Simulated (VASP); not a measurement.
Runs of VASP 6.6.1 on In. The structure is that of space group Fm-3m (No. 225), or close to it. The cells are those of the table. This isn't the form of In at room conditions, which is tetragonal.

```tsv
task	cell	cutoff (eV)	gap on the mesh (eV)	pressure (GPa)
relaxation of shape and atoms at fixed volume	relaxed from a = 3.496 Å, angles 119.9, 119.9, 90.1°, 1 atom	600	none	-2.7
relaxation of shape and atoms at fixed volume	relaxed from a = 3.245 Å, angles 119.9, 119.9, 90.1°, 1 atom	600	none	6.4
relaxation of shape and atoms at fixed volume	relaxed from a = 3.282 Å, angles 119.9, 119.9, 90.1°, 1 atom	600	none	4.3
single point	a = 3.245 Å, angles 119.9, 119.9, 90.1°, 1 atom	520	none	6.3
single point	a = 3.496 Å, angles 119.9, 119.9, 90.1°, 1 atom	520	none	-2.7
single point	a = 3.282 Å, angles 119.9, 119.9, 90.1°, 1 atom	520	none	(a)
```

Alike in all rows: level PBE; potentials or basis VASP PAW PBE potentials, release 64 (In_d); no spin polarisation; k mesh 18 × 18 × 18; smearing gaussian 0.1 eV.

Q: Estimate the missing entries.

A: (a) 4.2.

Caveats: spin-orbit coupling is left out, which moves the levels of the heavy elements; the relaxation stopped at its first step, so nothing moved (at least some runs); the cell stands under pressure (at least some runs).

A k mesh can miss the band edges, and the runs leave out spin-orbit coupling on In.

A gap of «none» marks levels without a gap at the run's occupations.
